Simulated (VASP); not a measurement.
Sc, 1 atom in the cell. The structure is cubic, space group Fm-3m (No. 225). The conventional cell has a = 4.768 Å, b = 4.768 Å, c = 4.768 Å, α = 90.00°, β = 90.00°, γ = 90.00°. Within 4.4 Å of Sc (site symmetry m-3m) lie 12 Sc at 3.37 Å.  This cell differs from its parent crystal: strain +0.050 along x and y, +0.050 along z.

- Program: VASP 6.6.1
- Task: single point
- Functional: PBEsol
- Potentials or basis: VASP PAW PBE potentials, release 64 (Sc_sv)
- Cutoff: 520 eV
- k mesh: 18 × 18 × 18
- Occupations: gaussian, width 0.15 eV
- Spin: no spin polarisation
- Dipole correction: no
- Further INCAR settings: ALGO = Fast; EDIFF = 1e-06; NBANDS = 12

Potentials or basis: VASP PAW PBE potentials, release 64 (Sc_sv).

Command:

```console
$ cat potpaw_PBE.64/Sc_sv/POTCAR > POTCAR
$ mpirun -np 1 vasp_std > vasp.out
```

Hardware: 1 thread of Intel Xeon 6975P-C, with other jobs on the host.

Task: Estimate the wall time of this run.

Result: Wall time 100 s on 1 thread of Intel Xeon 6975P-C, on a shared host, peak memory 0.2 GiB. Counts: scf iterations 14, k points 195.
